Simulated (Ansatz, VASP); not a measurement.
Two plane-wave programs on CoPb3

```
CELL_PARAMETERS angstrom
4.38103 0.00000 0.00000
0.00000 4.38103 0.00000
0.00000 0.00000 4.38103
ATOMIC_POSITIONS crystal
Pb 0.00000 0.50000 0.50000
Pb 0.50000 0.00000 0.50000
Pb 0.50000 0.50000 0.00000
Co 0.00000 0.00000 0.00000
```

Alike in both runs: task single point; functional PBEsol; k mesh 10 × 10 × 10; occupations gaussian, width 0.1 eV; collinear spin.

|  | VASP | Ansatz |
| --- | --- | --- |
| version | VASP 6.6.1 | Ansatz 0.2.0 |
| potentials or method | VASP PAW PBE potentials, release 64 (Pb_d, Co), cutoff 520 eV | scalar-relativistic, plane waves, PAW |
| valence electrons in the cell | 51 | 59 |

```tsv
	VASP	Ansatz	Ansatz less VASP
gap on the k mesh at the Fermi level (eV)	none	none	-
pressure (GPa)	12.3	12.4	+0.12
net moment per atom (μB)	0.30	0.30	+0.003
size of the moment on the site where the two differ most (μB)	1.24	1.27	+0.035
```

VASP's potentials were made for PBE, not for PBEsol. Site moments also hang on the region over which each program counts them. A gap of «none» marks a metal or a gap that the smearing closes. The functional is the same, so the differences come from potentials, cutoffs and numerics. VASP's potentials hold 51 valence electrons a cell and Ansatz's 59, so a difference there can come from the potentials and not from the codes.

Neither program's run includes spin-orbit coupling.
